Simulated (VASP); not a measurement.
# Ba (Immm) in VASP: single point with PBE

Aim: the single point of Ba with PBE.

Program: VASP 6.6.1. These are calculated values, not measurements. Logs are shortened: lines on timing, memory, paths and dates and some standing lists are left out, and cuts for length are marked.

### 1 The cell of the first run

The structure is orthorhombic, space group Immm (No. 71). Conventional cell: a = 4.812 Å, b = 5.000 Å, c = 5.188 Å, α = 90.00°, β = 90.00°, γ = 90.00°. Ba (site symmetry mmm) has 14 Ba at 4.33 to 5.19 Å within 5.7 Å.

### 2 Single point, PBE (strain +0.0375 x Voigt [1, -1, 0, 0, 0, 0])

INCAR

```
ALGO     = Fast           # electronic algorithm
EDIFF    = 1E-7           # SCF threshold, eV
ENCUT    = 520            # plane-wave cutoff, eV
GGA      = PE             # functional
ISIF     = 2              # what is computed and relaxed
ISMEAR   = 0              # smearing method
LASPH    = True           # aspherical terms in the spheres
LCHARG   = False          # write CHGCAR
LREAL    = False          # projectors in reciprocal space
LWAVE    = False          # write WAVECAR
NBANDS   = 11             # bands
NELM     = 100            # most SCF steps
PREC     = Accurate       # precision mode
SIGMA    = 0.15           # smearing width, eV
```

KPOINTS

```
k-points
0
Gamma
  14 14 14
```

POSCAR

```
Ba
1.0
   -2.5937500000      2.4062500000      2.5000000000
    2.5937500000     -2.4062500000      2.5000000000
    2.5937500000      2.4062500000     -2.5000000000
Ba
1
Direct
    0.0000000000      0.0000000000      0.0000000000
```

Potentials or basis: VASP PAW PBE potentials, release 64 (Ba_sv).

Started as:

```
> cat potpaw_PBE.64/Ba_sv/POTCAR > POTCAR
> mpirun -np 1 vasp_std > vasp.out
```

OUTCAR:

```text
EDIFF = 1E-7
   ENCUT = 520
   GGA = PE
   ISIF = 2
   ISMEAR = 0
   LASPH = True
   LREAL = False
   NELM = 100
   PREC = Accurate

 ion  position               nearest neighbor table
   1  0.000  0.000  0.000-

  LATTYP: Found a body centered orthorhombic cell.
 ALAT       =     4.8125000000
 B/A-ratio  =     1.0389610390
 C/A-ratio  =     1.0779220779

  Lattice vectors:

 A1 = (  -2.5937500000,  -2.4062500000,  -2.5000000000)
 A2 = (  -2.5937500000,   2.4062500000,   2.5000000000)
 A3 = (   2.5937500000,   2.4062500000,  -2.5000000000)

Analysis of symmetry for initial positions (statically):
=====================================================================
 Subroutine PRICEL returns:
 Original cell was already a primitive cell.

 Routine SETGRP: Setting up the symmetry group for a
 body centered orthorhombic supercell.

 Subroutine GETGRP returns: Found  8 space group operations
 (whereof  8 operations were pure point group operations)
 out of a pool of  8 trial point group operations.

The static configuration has the point symmetry D_2h.

Analysis of symmetry for dynamics (positions and initial velocities):
=====================================================================
 Subroutine PRICEL returns:
 Original cell was already a primitive cell.

 Routine SETGRP: Setting up the symmetry group for a
 body centered orthorhombic supercell.

 Subroutine GETGRP returns: Found  8 space group operations
 (whereof  8 operations were pure point group operations)
 out of a pool of  8 trial point group operations.

The dynamic configuration has the point symmetry D_2h.

 Subroutine INISYM returns: Found  8 space group operations
 (whereof  8 operations are pure point group operations),
 and found     1 'primitive' translations

----------------------------------------------------------------------------------------

                                     Primitive cell

  volume of cell :      62.4121

  direct lattice vectors                    reciprocal lattice vectors
    -2.593750000  2.406250000  2.500000000     0.000000000  0.207792208  0.200000000
     2.593750000 -2.406250000  2.500000000     0.192771084  0.000000000  0.200000000
     2.593750000  2.406250000 -2.500000000     0.192771084  0.207792208  0.000000000

  length of vectors
     4.332156290  4.332156290  4.332156290     0.288405273  0.277778133  0.283440104

  position of ions in fractional coordinates (direct lattice)
     0.000000000  0.000000000  0.000000000

  ion indices of the primitive-cell ions
   primitive index   ion index
                 1           1

----------------------------------------------------------------------------------------

 KPOINTS: k-points

Automatic generation of k-mesh.
 Grid dimensions read from file:
 generate k-points for:   14   14   14

 Generating k-lattice:

  Cartesian coordinates                     Fractional coordinates (reciprocal lattice)
     0.000000000  0.014842301  0.014285714     0.071428571  0.000000000  0.000000000
     0.013769363  0.000000000  0.014285714     0.000000000  0.071428571  0.000000000
     0.013769363  0.014842301  0.000000000     0.000000000  0.000000000  0.071428571

  Length of vectors
     0.020600377  0.019841295  0.020245722

  Shift w.r.t. Gamma in fractional coordinates (k-lattice)
     0.000000000  0.000000000  0.000000000

 Subroutine IBZKPT returns following result:
 ===========================================

 Found    428 irreducible k-points:

 Following reciprocal coordinates:
            Coordinates               Weight
  0.000000  0.000000  0.000000      1.000000
  0.071429  0.000000  0.000000      4.000000
  0.142857  0.000000  0.000000      4.000000
  0.214286 -0.000000  0.000000      4.000000
  0.285714  0.000000  0.000000      4.000000
  0.357143  0.000000  0.000000      4.000000
[... 16 lines left out ...]
  0.000000  0.142857  0.000000      4.000000
  0.071429  0.142857 -0.000000      8.000000
 [... further k-points ...]
   k-points           NKPTS =    428   k-points in BZ     NKDIM =    428   number of bands    NBANDS=     11
   number of dos      NEDOS =    301   number of ions     NIONS =      1
   total plane-waves  NPLWV =  32768
   dimension x,y,z NGX =    32 NGY =   32 NGZ =   32
   dimension x,y,z NGXF=    64 NGYF=   64 NGZF=   64
   ions per type =               1
   NGX,Y,Z   is equivalent  to a cutoff of  12.28, 12.28, 12.28 a.u.
   NGXF,Y,Z  is equivalent  to a cutoff of  24.56, 24.56, 24.56 a.u.
 SYSTEM =  unknown system
   PREC   = accura    normal or accurate (medium, high low for compatibility)
   ISTART =      0    job   : 0-new  1-cont  2-samecut
   ICHARG =      2    charge: 1-file 2-atom 10-const
   ISPIN  =      1    spin polarized calculation?
   LNONCOLLINEAR =      F non collinear calculations
   LSORBIT =      F    spin-orbit coupling
   LASPH  =      T    aspherical Exc in radial PAW
   ENCUT  =  520.0 eV  38.22 Ry    6.18 a.u.   8.05  8.05  8.05*2*pi/ulx,y,z
   NELM   =    100;   NELMIN=  2; NELMDL= -5     # of ELM steps
   EDIFF  = 0.1E-06   stopping-criterion for ELM
   LREAL  =      F    real-space projection
   EDIFFG = 0.1E-05   stopping-criterion for IOM
   NSW    =      0    number of steps for IOM
   IBRION =     -1    ionic relax: 0-MD 1-quasi-New 2-CG
   NFREE  =      0    steps in history (QN), initial steepest desc. (CG)
   ISIF   =      2    stress and relaxation
   ISYM   =      2    0-nonsym 1-usesym 2-fastsym
   POTIM  = 0.5000    time-step for ionic-motion
   TEBEG  =    0.0;   TEEND  =   0.0 temperature during run
   PSTRESS=    0.0 pullay stress
   NELECT =      10.0000    total number of electrons
   NUPDOWN=      -1.0000    fix difference up-down
   EMIN   =  10.00;   EMAX   =-10.00  energy-range for DOS
   EFERMI =   0.00;   METHOD = LEGACY
   ISMEAR =     0;   SIGMA  =   0.15  broadening in eV -4-tet -1-fermi 0-gaus
   EFERMI_NEDOS =   21; number of points for ismear=-14 and -15
   IALGO  =     68    algorithm
   IMIX   =      4    mixing-type and parameters
     AMIX     =   0.40;   BMIX     =  1.00
     AMIX_MAG =   1.60;   BMIX_MAG =  1.00
  volume/ion in A,a.u.               =      62.41       421.18
  Fermi-wavevector in a.u.,A,eV,Ry     =   0.889171  1.680289 10.757103  0.790625
  Thomas-Fermi vector in A             =   2.010696
   LORBIT       =      0    0 simple, 1 ext, 2 COOP (PROOUT), +10 PAW based schemes
   GGA     = PE    functional components
   LHFCALC =     F    Hartree Fock is set to
   AEXX    =    0.0000 exact exchange contribution
   IVDW    =     0    specifies the selected vdW correction
   LEPSILON=     F    determine dielectric tensor
   LRPA    =     F    only Hartree local field effects (RPA)
 non-spin polarized calculation
 RMM-DIIS sequential band-by-band and
 Gauss-broadening in eV      SIGMA  =   0.15
  energy-cutoff  :      520.00
  volume of cell :       62.41
 maximum number of plane-waves:      1712
   NGX = 17   NGY = 17   NGZ = 17

 number of electron      10.0000000 magnetization

 Free energy of the ion-electron system (eV)
  ---------------------------------------------------
  ext. energy  EPLUGINS =         0.00000000
  ---------------------------------------------------
  free energy    TOTEN  =        -1.91158199 eV

  energy without entropy =       -1.89769654  energy(sigma->0) =       -1.90463927

 E-fermi :   1.6789     XC(G=0):  -7.4386

 val. band max:        1.6788851469   @ k =   0.5000  -0.3571   0.2143
 cond. band min:       1.6886830064   @ k =   0.3571   0.3571  -0.0000
 fundamental gap:      0.0097978594
 Fermi energy:         1.6789188061

 k-point     1 :       0.0000    0.0000    0.0000
  band No.  band energies     occupation
      1     -27.1909      2.00000
      2     -12.1363      2.00000
      3     -12.1359      2.00000
      4     -12.1331      2.00000
      5      -1.0774      2.00000
      6       3.3038      0.00000
      7       3.5496      0.00000
      8       3.7570      0.00000
      9       4.6311      0.00000
     10       5.2046      0.00000
     11       8.3713      0.00000

 k-point     2 :       0.0714    0.0000    0.0000
  band No.  band energies     occupation
      1     -27.1886      2.00000
      2     -12.1597      2.00000
      3     -12.1446      2.00000
      4     -12.1356      2.00000
      5      -0.9763      2.00000
      6       3.2810      0.00000
      7       3.5789      0.00000
      8       3.6973      0.00000
      9       4.6329      0.00000
     10       5.0696      0.00000
     11       8.5813      0.00000

 k-point     3 :       0.1429    0.0000    0.0000
  band No.  band energies     occupation
      1     -27.1821      2.00000
      2     -12.2290      2.00000
      3     -12.1680      2.00000
      4     -12.1385      2.00000
      5      -0.6877      2.00000
      6       3.0894      0.00000
      7       3.4632      0.00000
      8       3.8325      0.00000
      9       4.6689      0.00000
     10       4.9046      0.00000
     11       9.1574      0.00000

 k-point     4 :       0.2143   -0.0000    0.0000
  band No.  band energies     occupation
      1     -27.1728      2.00000
      2     -12.3264      2.00000
      3     -12.2013      2.00000
      4     -12.1426      2.00000
      5      -0.2584      2.00000
      6       2.8121      0.00000
      7       3.0933      0.00000
      8       4.3043      0.00000
      9       4.7984      0.00000
     10       4.9002      0.00000
     11       9.2627      0.00000
[... 239 lines left out ...]
 k-point    22 :      -0.0714    0.0714    0.0000
  band No.  band energies     occupation
      1     -27.1886      2.00000
      2     -12.1601      2.00000
      3     -12.1435      2.00000
      4     -12.1352      2.00000
      5      -0.9799      2.00000
      6       3.3087      0.00000
      7       3.5040      0.00000
      8       3.7659      0.00000
      9       4.5803      0.00000
     10       5.1144      0.00000
     11       8.5930      0.00000

 k-point    23 :       0.0000    0.1429    0.0000
  band No.  band energies     occupation
      1     -27.1827      2.00000
      2     -12.2314      2.00000
      3     -12.1594      2.00000
      4     -12.1346      2.00000
      5      -0.7177      2.00000
      6       3.1515      0.00000
      7       3.3926      0.00000
      8       4.0394      0.00000
      9       4.3479      0.00000
     10       5.1100      0.00000
     11       8.8719      0.00000

 k-point    24 :       0.0714    0.1429   -0.0000
  band No.  band energies     occupation
      1     -27.1771      2.00000
      2     -12.2911      2.00000
      3     -12.1730      2.00000
      4     -12.1436      2.00000
      5      -0.4555      2.00000
      6       2.9734      0.00000
      7       3.2499      0.00000
      8       4.2445      0.00000
      9       4.3596      0.00000
     10       5.1227      0.00000
     11       9.0924      0.00000

 [... further k-points ...]
[... 5 lines left out ...]
  --------------------------------------------------------------------------------------
  -------------------------------------------------------------------------------------
  Total        0.0132026      0.1532945      0.0554802      0.0000000      0.0000000      0.0000000
  in kB        0.3389242      3.9352128      1.4242278      0.0000000      0.0000000      0.0000000
  external PRESSURE =       1.8994549 kB  Pullay stress =       0.0000000 kB

 VOLUME and BASIS-vectors are now :
 -----------------------------------------------------------------------------
  energy-cutoff  :      520.00
  volume of cell :       62.41
      direct lattice vectors                 reciprocal lattice vectors
    -2.593750000  2.406250000  2.500000000     0.000000000  0.207792208  0.200000000
     2.593750000 -2.406250000  2.500000000     0.192771084  0.000000000  0.200000000
     2.593750000  2.406250000 -2.500000000     0.192771084  0.207792208  0.000000000

 POSITION                                       TOTAL-FORCE (eV/Angst)
 -----------------------------------------------------------------------------------
      0.00000      0.00000      0.00000         0.000000      0.000000      0.000000
 -----------------------------------------------------------------------------------
    total drift:                               -0.000000      0.000000      0.000000

  FREE ENERGIE OF THE ION-ELECTRON SYSTEM (eV)
  ---------------------------------------------------
  free  energy   TOTEN  =        -1.9115819929 eV

  energy  without entropy=       -1.8976965434  energy(sigma->0) =       -1.90463927
```

Run time: 3.5 min. Hardware: 1 thread of Oxide Virtual Turin-like, shared host; peak memory 0.37 GiB.

Results:

```
Free energy            : -1.9116 eV
Pressure               : 0.2 GPa
Band gap on the k mesh : zero (band 5 reaches 2.12 eV, above the bottom of band 6 at 1.18 eV)
```

Stress tensor (GPa, compression positive):
```
0.03 0.00 0.00
0.00 0.39 0.00
0.00 0.00 0.14
```

Caveat: the cell differs from its parent crystal (strain +0.0375 x Voigt [1, -1, 0, 0, 0, 0]); spin-orbit coupling is left out, which moves the levels of the heavy elements.
